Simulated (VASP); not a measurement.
# Ti in VASP: further runs

The runs below take Ti through single point, relaxation of cell and atoms, with r2SCAN.

Program: VASP 6.6.1. These are calculated values, not measurements. Logs are shortened: lines on timing, memory, paths and dates and some standing lists are left out, and cuts for length are marked.

## (1) The cell of the first run

Symmetry: Immm, No. 71, orthorhombic system. The conventional cell has a = 2.790 Å, b = 2.879 Å, c = 4.270 Å, α = 90.00°, β = 90.00°, γ = 90.00°. Within 3.7 Å of Ti (site symmetry mmm) lie 12 Ti at 2.79 to 2.93 Å.

## (2) Single point, r2SCAN (uniaxial strain along a: -4.0 %, then relaxed in part)

Contents of POSCAR:

```
Ti
1.0
    1.9729455500      1.9729455500      0.0000000000
   -2.0359007178      2.0359007178      0.0000000000
    0.0000000000      0.0000000000      4.2698298069
Ti
2
Direct
    0.0000000000      0.0000000000      0.0000000000
    0.5000000000      0.5000000000      0.5000000000
```

Contents of INCAR.step1:

```
SYSTEM = Ti
ALGO = Normal ; EDIFF = 1E-4
ENCUT = 520 ; GGA = PE
ISMEAR = 0 ; LASPH = .True.
LCHARG = .False. ; LREAL = .False.
LWAVE = .True. ; NBANDS = 19
NELM = 100 ; PREC = Accurate
SIGMA = 0.1
```

Contents of INCAR.step2:

```
SYSTEM = Ti
ALGO = Normal ; EDIFF = 1E-7
ENCUT = 520 ; ISIF = 2
ISMEAR = 0 ; ISTART = 1
LASPH = .True. ; LCHARG = .True.
LELF = .True. ; LMIXTAU = .True.
LREAL = .False. ; LVHAR = .True.
LWAVE = .False. ; METAGGA = R2SCAN
NBANDS = 19 ; NELM = 100
PREC = Accurate ; SIGMA = 0.1
```

Contents of KPOINTS:

```
k-points
0
Gamma
  18 18 12
  0 0 0
```

Potentials or basis: VASP PAW PBE potentials, release 64 (Ti_sv).

Launch:

```bash
cat potpaw_PBE.64/Ti_sv/POTCAR > POTCAR
cp INCAR.step1 INCAR
mpirun -np 1 vasp_std > vasp.out
cp INCAR.step2 INCAR
mpirun -np 1 vasp_std > vasp.out
```

OUTCAR:

```text
SYSTEM = Ti
   EDIFF = 1E-7
   ENCUT = 520
   ISIF = 2
   ISMEAR = 0
   ISTART = 1
   LASPH = .True.
   LREAL = .False.
   METAGGA = R2SCAN
   NELM = 100
   PREC = Accurate

 ion  position               nearest neighbor table
   1  0.000  0.000  0.000-
   2  0.500  0.500  0.500-

  LATTYP: Found a simple orthorhombic cell.
 ALAT       =     2.7901663546
 B/A-ratio  =     1.0319092272
 C/A-ratio  =     1.5303137033

  Lattice vectors:

 A1 = (   1.9729455500,   1.9729455500,   0.0000000000)
 A2 = (  -2.0359007178,   2.0359007178,   0.0000000000)
 A3 = (   0.0000000000,   0.0000000000,   4.2698298069)

Analysis of symmetry for initial positions (statically):
=====================================================================
 Subroutine PRICEL returns following result:

  LATTYP: Found a body centered orthorhombic cell.
 ALAT       =     2.7901663546
 B/A-ratio  =     1.0319092272
 C/A-ratio  =     1.5303137033

  Lattice vectors:

 A1 = (   0.0314775839,  -2.0044231339,  -2.1349149035)
 A2 = (  -0.0314775839,   2.0044231339,  -2.1349149034)
 A3 = (   2.0044231339,  -0.0314775839,   2.1349149035)

   2 primitive cells build up your supercell.

 Routine SETGRP: Setting up the symmetry group for a
 simple orthorhombic supercell.

 Subroutine GETGRP returns: Found  8 space group operations
 (whereof  8 operations were pure point group operations)
 out of a pool of  8 trial point group operations.

The static configuration has the point symmetry D_2h.

Analysis of symmetry for dynamics (positions and initial velocities):
=====================================================================
 Subroutine PRICEL returns following result:

  LATTYP: Found a body centered orthorhombic cell.
 ALAT       =     2.7901663546
 B/A-ratio  =     1.0319092272
 C/A-ratio  =     1.5303137033

  Lattice vectors:

 A1 = (   0.0314775839,  -2.0044231339,  -2.1349149035)
 A2 = (  -0.0314775839,   2.0044231339,  -2.1349149034)
 A3 = (   2.0044231339,  -0.0314775839,   2.1349149035)

   2 primitive cells build up your supercell.

 Routine SETGRP: Setting up the symmetry group for a
 simple orthorhombic supercell.

 Subroutine GETGRP returns: Found  8 space group operations
 (whereof  8 operations were pure point group operations)
 out of a pool of  8 trial point group operations.

The dynamic configuration has the point symmetry D_2h.

 Subroutine INISYM returns: Found  8 space group operations
 (whereof  8 operations are pure point group operations),
 and found     2 'primitive' translations

----------------------------------------------------------------------------------------

                                     Primitive cell

  volume of cell :      17.1507

  direct lattice vectors                    reciprocal lattice vectors
     0.031477584 -2.004423134 -2.134914903     0.245591544 -0.245591544 -0.234201372
    -0.031477584  2.004423134 -2.134914903     0.253428180  0.253428180 -0.234201372
     2.004423134 -0.031477584  2.134914903     0.499019724  0.007836636  0.000000000

  length of vectors
     2.928577228  2.928577228  2.928577228     0.418904160  0.428137790  0.499081253

  position of ions in fractional coordinates (direct lattice)
     0.000000000  0.000000000  0.000000000

  ion indices of the primitive-cell ions
   primitive index   ion index
                 1           1

----------------------------------------------------------------------------------------

 KPOINTS: k-points

Automatic generation of k-mesh.
 Grid dimensions read from file:
 generate k-points for:   18   18   12

 Generating k-lattice:

  Cartesian coordinates                     Fractional coordinates (reciprocal lattice)
     0.014079343  0.014079343  0.000000000     0.055555556  0.000000000  0.000000000
    -0.013643975  0.013643975  0.000000000     0.000000000  0.055555556  0.000000000
     0.000000000  0.000000000  0.019516781     0.000000000  0.000000000  0.083333333

  Length of vectors
     0.019911198  0.019295494  0.019516781

  Shift w.r.t. Gamma in fractional coordinates (k-lattice)
     0.000000000  0.000000000  0.000000000

 Subroutine IBZKPT returns following result:
 ===========================================

 Found    700 irreducible k-points:

 Following reciprocal coordinates:
            Coordinates               Weight
  0.000000  0.000000  0.000000      1.000000
  0.055556  0.000000  0.000000      2.000000
  0.111111  0.000000  0.000000      2.000000
  0.166667  0.000000  0.000000      2.000000
  0.222222  0.000000  0.000000      2.000000
  0.277778  0.000000  0.000000      2.000000
[... 16 lines left out ...]
  0.111111  0.111111  0.000000      4.000000
  0.166667  0.111111  0.000000      4.000000
 [... further k-points ...]
   k-points           NKPTS =    700   k-points in BZ     NKDIM =    700   number of bands    NBANDS=     19
   number of dos      NEDOS =    301   number of ions     NIONS =      2
   total plane-waves  NPLWV =  18432
[... 99 lines left out ...]
      3     -26.0856      2.00000
      4     -25.6761      2.00000
      5     -25.6697      2.00000
      6     -25.4931      2.00000
[... 11 lines left out ...]
     18      12.0342      0.00000
     19      12.3954      0.00000

 k-point     4 :       0.1667    0.0000    0.0000
  band No.  band energies     occupation
      1     -50.6323      2.00000
      2     -50.4958      2.00000
      3     -26.0535      2.00000
      4     -25.7411      2.00000
      5     -25.6553      2.00000
      6     -25.5734      2.00000
[... 11 lines left out ...]
     18      11.7177      0.00000
     19      12.3002      0.00000

 k-point     5 :       0.2222    0.0000    0.0000
  band No.  band energies     occupation
      1     -50.6135      2.00000
      2     -50.4925      2.00000
      3     -26.0108      2.00000
      4     -25.8193      2.00000
      5     -25.6719      2.00000
      6     -25.6365      2.00000
[... 11 lines left out ...]
     18      11.3637      0.00000
     19      12.1673      0.00000

 k-point     6 :       0.2778    0.0000    0.0000
  band No.  band energies     occupation
      1     -50.5920      2.00000
      2     -50.4903      2.00000
      3     -25.9597      2.00000
      4     -25.9001      2.00000
      5     -25.7773      2.00000
      6     -25.6147      2.00000
[... 11 lines left out ...]
     18      11.4230      0.00000
     19      11.9982      0.00000

 k-point     7 :       0.3333    0.0000    0.0000
  band No.  band energies     occupation
      1     -50.5696      2.00000
      2     -50.4904      2.00000
      3     -25.9728      2.00000
      4     -25.9026      2.00000
      5     -25.8778      2.00000
      6     -25.5912      2.00000
[... 11 lines left out ...]
     18      11.7955      0.00000
     19      11.8722      0.00000

 k-point     8 :       0.3889    0.0000    0.0000
  band No.  band energies     occupation
      1     -50.5480      2.00000
      2     -50.4937      2.00000
      3     -26.0276      2.00000
      4     -25.9629      2.00000
      5     -25.8421      2.00000
      6     -25.6143      2.00000
[... 256 lines left out ...]
 k-point    20 :       0.5000    0.0556    0.0000
  band No.  band energies     occupation
      1     -50.5114      2.00000
      2     -50.5114      2.00000
      3     -26.0565      2.00000
      4     -26.0565      2.00000
      5     -25.7197      2.00000
      6     -25.7197      2.00000
[... 11 lines left out ...]
     18      11.0795      0.00000
     19      13.6936      0.00000

 k-point    21 :       0.0000    0.1111    0.0000
  band No.  band energies     occupation
      1     -50.6494      2.00000
      2     -50.5015      2.00000
      3     -26.0875      2.00000
      4     -25.7242      2.00000
      5     -25.6082      2.00000
      6     -25.5211      2.00000
[... 11 lines left out ...]
     18      12.1062      0.00000
     19      12.4138      0.00000

 k-point    22 :       0.0556    0.1111    0.0000
  band No.  band energies     occupation
      1     -50.6462      2.00000
      2     -50.5006      2.00000
      3     -26.0810      2.00000
      4     -25.7220      2.00000
      5     -25.6223      2.00000
      6     -25.5231      2.00000
[... 11 lines left out ...]
     18      12.0232      0.00000
     19      12.4425      0.00000

 k-point    23 :       0.1111    0.1111    0.0000
  band No.  band energies     occupation
      1     -50.6371      2.00000
      2     -50.4980      2.00000
      3     -26.0619      2.00000
      4     -25.7187      2.00000
      5     -25.6596      2.00000
      6     -25.5358      2.00000
[... 11 lines left out ...]
     18      11.7990      0.00000
     19      12.4569      0.00000

 k-point    24 :       0.1667    0.1111    0.0000
  band No.  band energies     occupation
      1     -50.6228      2.00000
      2     -50.4944      2.00000
      3     -26.0312      2.00000
      4     -25.7468      2.00000
      5     -25.6822      2.00000
      6     -25.5918      2.00000
[... 11 lines left out ...]
     18      11.4932      0.00000
     19      12.4054      0.00000

 [... further k-points ...]

------------------------ aborting loop because EDIFF is reached ----------------------------------------

  FORCE on cell =-STRESS in cart. coord.  units (eV):
  Direction    XX          YY          ZZ          XY          YZ          ZX
  --------------------------------------------------------------------------------------
  -------------------------------------------------------------------------------------
  Total        0.5031215      0.5031215      0.0815119      0.4180421      0.0000000      0.0000000
  in kB       23.5001812     23.5001812      3.8073191     19.5262286      0.0000000      0.0000000
  external PRESSURE =      16.9358938 kB  Pullay stress =       0.0000000 kB

 VOLUME and BASIS-vectors are now :
 -----------------------------------------------------------------------------
  energy-cutoff  :      520.00
  volume of cell :       34.30
      direct lattice vectors                 reciprocal lattice vectors
     1.972945550  1.972945550  0.000000000     0.253428180  0.253428180  0.000000000
    -2.035900718  2.035900718  0.000000000    -0.245591544  0.245591544  0.000000000
     0.000000000  0.000000000  4.269829807     0.000000000  0.000000000  0.234201372

 POSITION                                       TOTAL-FORCE (eV/Angst)
 -----------------------------------------------------------------------------------
      0.00000      0.00000      0.00000         0.000000      0.000000     -0.000000
     -0.03148      2.00442      2.13491        -0.000000     -0.000000      0.000000
 -----------------------------------------------------------------------------------
    total drift:                               -0.000000      0.000000     -0.000000

  FREE ENERGIE OF THE ION-ELECTRON SYSTEM (eV)
  ---------------------------------------------------
  free  energy   TOTEN  =       -25.7474346302 eV

  energy  without entropy=      -25.7309797528  energy(sigma->0) =      -25.73920719
```

Wall time 11 min (1 thread of AMD EPYC 9R45 (Zen 5), shared host); peak memory 0.43 GiB.

Results:

- Free energy: -25.7474 eV
- Pressure: 1.7 GPa
- Band gap on the k mesh: zero (bands 12 and 13 overlap by 1.43 eV)

Caveat: the cell differs from its parent crystal (uniaxial strain along a: -4.0 %, then relaxed in part); the PAW data sets were made with another functional, which shifts forces and pressure a little.

## (3) Relaxation of cell and atoms, r2SCAN

This run uses another cell than the first one: it holds 1 atom, not 2.

Contents of POSCAR:

```
Ti
1.0
    0.0000000000      2.0300000000      2.0300000000
    2.0300000000      0.0000000000      2.0300000000
    2.0300000000      2.0300000000      0.0000000000
Ti
1
Direct
    0.0000000000      0.0000000000      0.0000000000
```

Contents of INCAR.step1:

```
PREC = Accurate ; ENCUT = 600
ISMEAR = 0 ; SIGMA = 0.1
LREAL = False ; LASPH = True
NELM = 100 ; GGA = PE
ALGO = Normal ; EDIFF = 1E-4
LWAVE = True ; LCHARG = False
```

Contents of INCAR.step2:

```
PREC = Accurate ; ENCUT = 600
EDIFF = 1E-6 ; ISMEAR = 0
SIGMA = 0.1 ; LREAL = False
LASPH = True ; NELM = 100
ALGO = Normal ; ISIF = 3
LWAVE = False ; LCHARG = False
METAGGA = R2SCAN ; LMIXTAU = True
IBRION = 2 ; NSW = 100
EDIFFG = -0.005 ; ISTART = 1
```

Contents of KPOINTS:

```
Automatic mesh
0
Gamma
  18 18 18
```

Potentials or basis: VASP PAW PBE potentials, release 64 (Ti_sv).

Launch:

```bash
cat potpaw_PBE.64/Ti_sv/POTCAR > POTCAR
cp INCAR.step1 INCAR
mpirun -np 1 vasp_std > vasp.out
cp INCAR.step2 INCAR
mpirun -np 1 vasp_std > vasp.out
```

Run time: 5.3 min. Hardware: 1 thread of Intel Xeon 6975P-C (Granite Rapids), shared host; peak memory 0.19 GiB.

Results (log left out):

| Quantity | Value |
| --- | --- |
| Free energy | -12.8832 eV |
| Relaxed volume | 17.45 Å³/atom |
| Relaxed cell | a = 2.911 Å, b = 2.911 Å, c = 2.911 Å, α = 60.00°, β = 60.00°, γ = 60.00° |
| Space group after relaxing (to 0.1 Å) | Fm-3m (No. 225) |
| Energy gained by relaxing | 10.4 meV/atom |
| Ionic steps | 18 |
| Pressure after relaxing | 0.0 GPa |
| Band gap on the k mesh | zero (bands 6 and 7 overlap by 1.42 eV) |

The path:
| step | energy change (eV) | largest force (eV/Å) | pressure (GPa) | volume (Å³) |
| --- | --- | --- | --- | --- |
| 1 | 0.0000 | 0.0000 | 4.89 | 16.73 |
| 2 | -0.0044 | 0.0000 | -3.35 | 18.00 |
| 3 | -0.0104 | 0.0000 | -0.07 | 17.44 |
| 4 | -0.0104 | 0.0000 | 0.06 | 17.42 |
| 5 | -0.0104 | 0.0000 | 0.07 | 17.42 |
| 6 | -0.0104 | 0.0000 | 0.08 | 17.42 |
| 7 | -0.0104 | 0.0000 | 0.07 | 17.42 |
| 8 | -0.0104 | 0.0000 | 0.07 | 17.42 |
| 9 | -0.0104 | 0.0000 | 0.07 | 17.42 |
| 10 | -0.0104 | 0.0000 | 0.07 | 17.42 |
| 11 | -0.0104 | 0.0000 | 0.07 | 17.42 |
| 12 | -0.0104 | 0.0000 | 0.07 | 17.42 |
| 13 | -0.0104 | 0.0000 | 0.08 | 17.42 |
| 14 | -0.0104 | 0.0000 | 0.07 | 17.43 |
| 15 | -0.0104 | 0.0000 | 0.07 | 17.43 |
| 16 | -0.0104 | 0.0000 | 0.05 | 17.43 |
| 17 | -0.0104 | 0.0000 | 0.05 | 17.44 |
| 18 | -0.0104 | 0.0000 | 0.02 | 17.45 |

Final structure:
```yaml
crystal:
  lattice:
    - [0.00000, 2.05861, 2.05861]
    - [2.05861, 0.00000, 2.05861]
    - [2.05861, 2.05861, 0.00000]
  atoms:
    - { symbol: Ti, position: [0.00000, 0.00000, 0.00000] }
```

Levels at points of the mesh, in eV from the Fermi level:
```tsv
k point	band 3	band 4	band 5	band 6	band 7	band 8	band 9	band 10
(0.00, 0.00, 0.00)	-33.86	-33.86	-6.46	1.00	1.00	1.00	2.79	2.79
(0.50, 0.00, 0.00)	-33.95	-33.95	-2.69	0.44	0.93	0.93	3.81	3.81
(0.50, 0.50, 0.00)	-34.10	-34.10	-2.63	-1.76	2.79	3.87	4.04	4.04
```

Caveat: the PAW data sets were made with another functional, which shifts forces and pressure a little.

## (4) Single point, r2SCAN (biaxial strain in the a-b plane: +2.0 %)

Contents of POSCAR:

```
Ti
1.0
    2.0962546477      2.0962546477      0.0000000000
   -2.0962546477      2.0962546477      0.0000000000
    0.0000000000      0.0000000000      4.0609795920
Ti
2
Direct
    0.0000000000      0.0000000000      0.0000000000
    0.5000000000      0.5000000000      0.5000000000
```

Contents of INCAR.step1:

```
PREC = Accurate
ENCUT = 520
ISMEAR = 0
SIGMA = 0.1
LREAL = F
LASPH = T
NELM = 100
NBANDS = 19
GGA = PE
ALGO = Normal
EDIFF = 1E-4
LWAVE = T
LCHARG = F
```

Contents of INCAR.step2:

```
PREC = Accurate
ENCUT = 520
EDIFF = 1E-6
ISMEAR = 0
SIGMA = 0.1
LREAL = F
LASPH = T
NELM = 100
ALGO = Normal
ISIF = 2
LWAVE = F
LCHARG = F
METAGGA = R2SCAN
LMIXTAU = T
NBANDS = 19
ISTART = 1
```

Contents of KPOINTS:

```
regular mesh
0
Gamma
  18 18 12
```

Launch:

```bash
cat potpaw_PBE.64/Ti_sv/POTCAR > POTCAR
cp INCAR.step1 INCAR
mpirun -np 1 vasp_std > vasp.out
cp INCAR.step2 INCAR
mpirun -np 1 vasp_std > vasp.out
```

Run time: 6.3 min. Hardware: 1 thread of Intel Xeon Platinum 8488C (Sapphire Rapids), shared host; peak memory 0.32 GiB.

The run converged. Its results:

```
Free energy            : -25.7580 eV
Pressure               : -2.6 GPa
Band gap on the k mesh : zero (bands 12 and 13 overlap by 1.40 eV)
```

Stress tensor (GPa, compression positive):
```
-2.97  0.00  0.00
 0.00 -2.97  0.00
 0.00  0.00 -1.83
```

Levels at points of the mesh, in eV from the Fermi level:
```csv
k point,band 10,band 11,band 12,band 13,band 14,band 15
"(0.00, 0.00, 0.00)",-2.53,-1.75,0.91,0.91,1.15,2.59
"(0.50, 0.00, 0.00)",-2.38,-0.20,-0.20,0.10,0.10,1.85
"(0.50, 0.50, 0.00)",-2.55,-1.65,-1.65,2.49,2.49,3.77
"(0.00, 0.00, 0.50)",-3.96,-0.49,-0.49,1.52,1.52,2.04
"(0.50, 0.00, 0.50)",-2.64,0.40,0.40,0.79,0.79,1.07
"(0.50, 0.50, 0.50)",-1.42,-0.44,-0.44,-0.44,-0.44,2.39
```

Caveat: the cell differs from its parent crystal (biaxial strain in the a-b plane: +2.0 %); the PAW data sets were made with another functional, which shifts forces and pressure a little.

## (5) Single point, r2SCAN

This run uses another cell than the first one, of 17.36 Å³/atom.

Contents of POSCAR:

```
Ti
1.0
    2.0551516154      2.0551516154      0.0000000000
   -2.0551516154      2.0551516154      0.0000000000
    0.0000000000      0.0000000000      4.1103032308
Ti
2
Direct
    0.0000000000      0.0000000000      0.0000000000
    0.5000000000      0.5000000000      0.5000000000
```

Contents of INCAR.step1:

```
SYSTEM = Ti
PREC = Accurate
ENCUT = 520
ISMEAR = 0
SIGMA = 0.1
LREAL = .False.
LASPH = .True.
NELM = 60
NBANDS = 19
GGA = PE
ALGO = Normal
EDIFF = 1E-4
LWAVE = .True.
LCHARG = .False.
```

Contents of INCAR.step2:

```
SYSTEM = Ti
PREC = Accurate
ENCUT = 520
EDIFF = 1E-7
ISMEAR = 0
SIGMA = 0.1
LREAL = .False.
LASPH = .True.
NELM = 60
ALGO = Normal
ISIF = 2
LWAVE = .False.
LCHARG = .False.
METAGGA = R2SCAN
LMIXTAU = .True.
NBANDS = 19
ISTART = 1
```

Contents of KPOINTS:

```
Automatic mesh
0
Gamma
  18 18 12
  0 0 0
```

Launch:

```bash
cat potpaw_PBE.64/Ti_sv/POTCAR > POTCAR
cp INCAR.step1 INCAR
mpirun -np 1 vasp_std > vasp.out
cp INCAR.step2 INCAR
mpirun -np 1 vasp_std > vasp.out
```

Wall time 16 min (1 thread of Intel Xeon Platinum 8375C at 2.90GHz (Ice Lake), shared host); peak memory 0.31 GiB.

Results (log left out):

```yaml
Free_energy: -25.7671 eV
Pressure: 0.4 GPa
Band_gap_on_the_k_mesh: zero (bands 12 and 13 overlap by 1.43 eV)
```

Levels at points of the mesh, in eV from the Fermi level:
```
           k point  band 8  band 9  band 10  band 11  band 12  band 13  band 14  band 15  band 16  band 17
(0.00, 0.00, 0.00)  -33.85   -6.47    -2.65    -1.77     1.00     1.00     1.00     2.81     2.81     2.81
(0.50, 0.00, 0.00)  -33.94   -2.31    -2.31    -0.35    -0.35     0.08     0.08     1.94     1.94     2.57
(0.50, 0.50, 0.00)  -34.09   -2.65    -2.65    -1.77    -1.77     2.81     2.81     3.90     3.90     4.07
(0.00, 0.00, 0.50)  -33.97   -4.07    -4.07    -0.56    -0.56     1.37     1.37     2.18     2.18     2.18
(0.50, 0.00, 0.50)  -33.94   -2.70    -2.70     0.45     0.45     0.93     0.93     0.93     0.93     3.83
(0.50, 0.50, 0.50)  -34.10   -1.56    -1.56    -0.42    -0.42    -0.42    -0.42     2.39     2.39     4.07
```

Caveat: the PAW data sets were made with another functional, which shifts forces and pressure a little.

## (6) The runs side by side

| task | cell | k mesh | cutoff (eV) | gap on the mesh (eV) | pressure (GPa) |
| --- | --- | --- | --- | --- | --- |
| single point | a = 2.790, b = 2.879, c = 4.270 Å, 2 atoms, atomic positions A | 18 × 18 × 12 | 520 | none | 1.7 |
| relaxation of cell and atoms | relaxed from a = 2.871 Å, angles 60.0°, 1 atom, atomic positions B | 18 × 18 × 18 | 600 | none | 0.0 |
| single point | a = 2.965, b = 2.965, c = 4.061 Å, 2 atoms, atomic positions A | 18 × 18 × 12 | 520 | none | -2.6 |
| single point | a = 2.906, b = 2.906, c = 4.110 Å, 2 atoms, atomic positions A | 18 × 18 × 12 | 520 | none | 0.4 |

Alike in all rows: level r2SCAN; potentials or basis VASP PAW PBE potentials, release 64 (Ti_sv); no spin polarisation; smearing gaussian 0.1 eV.

Caveats: the PAW data sets were made with another functional, which shifts forces and pressure a little.

Absolute energies hang on the potentials; compare differences alone.
